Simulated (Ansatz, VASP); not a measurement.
**Se: VASP beside Ansatz**

Contents of INCAR:

```
SYSTEM = Se
  PREC = Accurate
  ENCUT = 520
  EDIFF = 1E-7
  ISMEAR = -1
  SIGMA = 0.1
  LREAL = .False.
  LASPH = .True.
  NELM = 80
  ALGO = Normal
  ISIF = 2
  LWAVE = .False.
  LCHARG = .False.
  GGA = PS
  NBANDS = 13
```

KPOINTS

```
regular mesh
0
Gamma
  5 5 5
  0 0 0
```

The input POSCAR:

```
Se
1.0
    0.0000000000      3.1255670000      3.1255670000
    3.1255670000      0.0000000000      3.1255670000
    3.1255670000      3.1255670000      0.0000000000
Se
2
Direct
    0.5000000000      0.5000000000      0.5000000000
    0.7500000000      0.7500000000      0.7500000000
```

Input for Ansatz:

```yaml
crystal:
  lattice:
    - [0.0, 3.125567, 3.125567]
    - [3.125567, 0.0, 3.125567]
    - [3.125567, 3.125567, 0.0]
  atoms:
    - { symbol: Se, position: [0.5, 0.5, 0.5] }
    - { symbol: Se, position: [0.75, 0.75, 0.75] }
basis:
  ecutwfc: 630.0
  ecutrho_ratio: 4
kpoints:
  mp_grid:
    grid: [5, 5, 5]
hamiltonian:
  xc: pbesol
scf:
  mixing:
    algorithm: msr1
  occupations:
    method: fermi_dirac
    width: 0.1
  eigensolver:
    kind: davidson
    mixed_precision: false
output:
  stress: true
```

Alike in both runs: task single point; functional PBEsol; k mesh 5 × 5 × 5; occupations fermi-dirac, width 0.1 eV; no spin polarisation.

|  | VASP | Ansatz |
| --- | --- | --- |
| version | VASP 6.6.1 | Ansatz 0.2.0 |
| potentials or method | VASP PAW PBE potentials, release 64 (Se), cutoff 520 eV | plane waves, PAW |
| valence electrons in the cell | 12 | 32 |

```csv
,VASP,Ansatz,Ansatz less VASP
pressure (GPa),-0.6,-0.6,-0.07
```

VASP's potentials were made for PBE, not for PBEsol. The functional is the same, so the differences come from potentials, cutoffs and numerics. VASP's potentials hold 12 valence electrons a cell and Ansatz's 32, so a difference there can come from the potentials and not from the codes.
